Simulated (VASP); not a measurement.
A run of VASP 6.6.1:

The input INCAR:

```
SYSTEM = In3GaN2
PREC = Accurate
ENCUT = 520
EDIFF = 1E-6
ISMEAR = 0
SIGMA = 0.1
LREAL = .False.
LASPH = .True.
NELM = 60
ALGO = Normal
ISIF = 2
LWAVE = .False.
LCHARG = .True.
GGA = PE
LELF = .True.
LVHAR = .True.
NBANDS = 40
```

Contents of KPOINTS:

```
Automatic mesh
0
Gamma
  12 12 6
  0 0 0
```

Contents of POSCAR:

```
In3GaN2
1.0
    5.6621636935      0.0000000000      0.0000000000
   -2.8310818467      4.9035775990      0.0000000000
    0.0000000000      0.0000000000      5.8578932101
In Ga N
3 1 2
Direct
    0.0000000000      0.0000000000      0.5000000000
    0.3333333333      0.6666666667      0.0000000000
    0.3333333333      0.6666666667      0.5000000000
    0.0000000000      0.0000000000      0.0000000000
    0.6666666667      0.3333333333      0.4050290588
    0.6666666667      0.3333333333      0.5949709412
```

Potentials or basis: VASP PAW PBE potentials, release 64 (In_d, Ga_d, N).

Run with:

```bash
$ cat potpaw_PBE.64/In_d/POTCAR potpaw_PBE.64/Ga_d/POTCAR potpaw_PBE.64/N/POTCAR > POTCAR
$ mpirun -np 1 vasp_std > vasp.out
```

Hardware: 1 thread of Intel(R) Xeon(R) Platinum 8375C CPU @ 2.90GHz (Ice Lake), on a shared host.

Task: Estimate the wall time of this run.

Result: Run time: 6.1 min on 1 thread of Intel(R) Xeon(R) Platinum 8375C CPU @ 2.90GHz (Ice Lake) (shared host), peak memory 0.57 GiB. Counts: scf iterations 15, k points 76.
